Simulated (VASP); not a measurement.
Ta:

```
CELL_PARAMETERS angstrom
-1.65128 1.65128 1.65128
1.65128 -1.65128 1.65128
1.65128 1.65128 -1.65128
ATOMIC_POSITIONS crystal
Ta 0.00000 0.00000 0.00000
```

Base run:

| Property | Result |
| --- | --- |
| Program | VASP 6.6.1 |
| Functional | PBEsol |
| Potentials or basis | VASP PAW PBE potentials, release 64 (Ta_pv) |
| Cutoff | 520 eV |
| k mesh | 8 × 8 × 8 |
| Occupations | gaussian, width 0.1 eV |
| Spin | no spin polarisation |

Its results: pressure -5.7 GPa.

The run is repeated on the same cell with these changes: k mesh from 8 × 8 × 8 to 18 × 18 × 18. What comes out?

Pressure -3.9 GPa.

Caveats: the PAW data sets were made with another functional, which shifts forces and pressure a little.
